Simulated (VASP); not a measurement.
Sn3Te, 4 atoms in the cell. It takes space group Pm-3m (No. 221, cubic). The conventional cell has a = 4.906 Å, b = 4.906 Å, c = 4.906 Å, α = 90.00°, β = 90.00°, γ = 90.00°. Sn (site symmetry 4/mmm) has 8 Sn at 3.47 Å and 4 Te at 3.47 Å within 4.6 Å. Te (site symmetry m-3m) has 12 Sn at 3.47 Å within 4.6 Å. 

```yaml
Program: VASP 6.6.1
Task: single point
Functional: PBE
Potentials_or_basis: VASP PAW PBE potentials, release 64 (Sn_d, Te)
Cutoff: 520 eV
k_mesh: 5 × 5 × 5
Occupations: fermi-dirac, width 0.1 eV
Spin: no spin polarisation
Dipole_correction: no
Further_INCAR_settings: ALGO = Normal; EDIFF = 1e-06; NBANDS = 32
```

Potentials or basis: VASP PAW PBE potentials, release 64 (Sn_d, Te).

Launch:

```console
$ cat potpaw_PBE.64/Sn_d/POTCAR potpaw_PBE.64/Te/POTCAR > POTCAR
$ mpirun -np 1 vasp_std > vasp.out
```

Hardware: 1 thread of AMD EPYC 7R13 (shared host).

Estimate the wall time of this run.

It took 70 s on 1 thread of AMD EPYC 7R13, with other jobs on the host, peak memory 0.18 GiB. Counts: scf iterations 13, k points 10.
